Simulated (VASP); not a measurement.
Input of a VASP 6.6.1 run:

File INCAR:

```
SYSTEM = Li
PREC = Accurate ; ENCUT = 520
EDIFF = 1E-6 ; ISMEAR = -1
SIGMA = 0.05 ; LREAL = .False.
LASPH = .True. ; NELM = 60
ALGO = Normal ; ISIF = 2
LWAVE = .False. ; LCHARG = .True.
GGA = PE ; LELF = .True.
LVHAR = .True. ; NBANDS = 12
```

KPOINTS

```
Automatic mesh
0
Gamma
  12 12 12
  0 0 0
```

Contents of POSCAR:

```
Li
1.0
    1.5349939760      0.8862291852      7.5883000000
   -1.5349939760      0.8862291852      7.5883000000
    0.0000000000     -1.7724583706      7.5883000000
Li
3
Direct
    0.0000000000      0.0000000000      0.0000000000
    0.2220000000      0.2220000000      0.2220000000
    0.7780000000      0.7780000000      0.7780000000
```

Potentials or basis: VASP PAW PBE potentials, release 64 (Li_sv).

Launch:

```console
$ cat potpaw_PBE.64/Li_sv/POTCAR > POTCAR
$ mpirun -np 1 vasp_std > vasp.out
```

(1) What does it give for the band gap on the k mesh?

(2) Predict the largest force.

Results:

(1) zero (an odd number of electrons rules out a gap without spin polarisation).

(2) 0.009 eV/Å.

Caveat: the cell differs from its parent crystal (equal xx and yy strain of -1 %).
